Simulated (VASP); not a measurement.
Write the native input for VASP 6.6.1 that does the following.

- Task: density of states
- Functional: PBEsol
- Potentials or basis: VASP PAW PBE potentials, release 64 (B)
- Cutoff: 520 eV
- k mesh: 8 × 8 × 8
- Occupations: gaussian, width 0.05 eV
- Spin: no spin polarisation
- Dipole correction: no
- k mesh for the DOS: 12 × 12 × 12
- Occupations for the DOS: tetrahedron
- Further INCAR settings: ALGO = Normal; EDIFF = 1e-06

B:

```
CELL_PARAMETERS angstrom
2.43774 1.40743 4.16621
-2.43774 1.40743 4.16621
0.00000 -2.81486 4.16621
ATOMIC_POSITIONS crystal
B 0.01062 0.65382 0.01062
B 0.01062 0.01062 0.65382
B 0.65382 0.01062 0.01062
B 0.98938 0.34618 0.98938
B 0.98938 0.98938 0.34618
B 0.34618 0.98938 0.98938
B 0.22161 0.62987 0.22161
B 0.22161 0.22161 0.62987
B 0.62987 0.22161 0.22161
B 0.77839 0.37013 0.77839
B 0.77839 0.77839 0.37013
B 0.37013 0.77839 0.77839
```

One way to write it, as run:

POSCAR

```
B
1.0
    2.4377431504      1.4074316641      4.1662080793
   -2.4377431504      1.4074316641      4.1662080793
    0.0000000000     -2.8148633282      4.1662080793
B
12
Direct
    0.0106210637      0.6538248266      0.0106210637
    0.0106210637      0.0106210637      0.6538248266
    0.6538248266      0.0106210637      0.0106210637
    0.9893789363      0.3461751734      0.9893789363
    0.9893789363      0.9893789363      0.3461751734
    0.3461751734      0.9893789363      0.9893789363
    0.2216069904      0.6298698206      0.2216069904
    0.2216069904      0.2216069904      0.6298698206
    0.6298698206      0.2216069904      0.2216069904
    0.7783930096      0.3701301794      0.7783930096
    0.7783930096      0.7783930096      0.3701301794
    0.3701301794      0.7783930096      0.7783930096
```

INCAR.step1

```
PREC     = Accurate       # precision mode
ENCUT    = 520            # plane-wave cutoff, eV
EDIFF    = 1E-6           # SCF threshold, eV
ISMEAR   = 0              # smearing method
SIGMA    = 0.05           # smearing width, eV
LREAL    = False          # projectors in reciprocal space
LASPH    = True           # aspherical terms in the spheres
NELM     = 60             # most SCF steps
ALGO     = Normal         # electronic algorithm
ISIF     = 2              # what is computed and relaxed
LWAVE    = False          # write WAVECAR
LCHARG   = True           # write CHGCAR
GGA      = PS             # functional
NBANDS   = 30             # bands
```

KPOINTS.step1

```
regular mesh
0
Gamma
  8 8 8
```

INCAR.step2

```
PREC     = Accurate       # precision mode
ENCUT    = 520            # plane-wave cutoff, eV
EDIFF    = 1E-6           # SCF threshold, eV
ISMEAR   = -5             # smearing method
SIGMA    = 0.05           # smearing width, eV
LREAL    = False          # projectors in reciprocal space
LASPH    = True           # aspherical terms in the spheres
NELM     = 60             # most SCF steps
ALGO     = Normal         # electronic algorithm
ISIF     = 2              # what is computed and relaxed
LWAVE    = False          # write WAVECAR
LCHARG   = False          # write CHGCAR
GGA      = PS             # functional
LORBIT   = 11             # projections on sites
NEDOS    = 1001           # points of the DOS
ICHARG   = 11             # starting density
```

KPOINTS.step2

```
regular mesh
0
Gamma
  12 12 12
```

Potentials or basis: VASP PAW PBE potentials, release 64 (B).

Launch:

```console
$ cat potpaw_PBE.64/B/POTCAR > POTCAR
$ cp INCAR.step1 INCAR
$ cp KPOINTS.step1 KPOINTS
$ mpirun -np 1 vasp_std > vasp.out
$ cp INCAR.step2 INCAR
$ cp KPOINTS.step2 KPOINTS
$ mpirun -np 1 vasp_std > vasp.out
```

Results of the run:

* Valence electrons inside the program's atomic spheres: B 2.12, 1.96

It took 9.2 min on 1 thread of Intel(R) Xeon(R) Platinum 8259CL CPU @ 2.50GHz (Skylake/Cascade Lake), with other jobs on the host, peak memory 0.41 GiB.
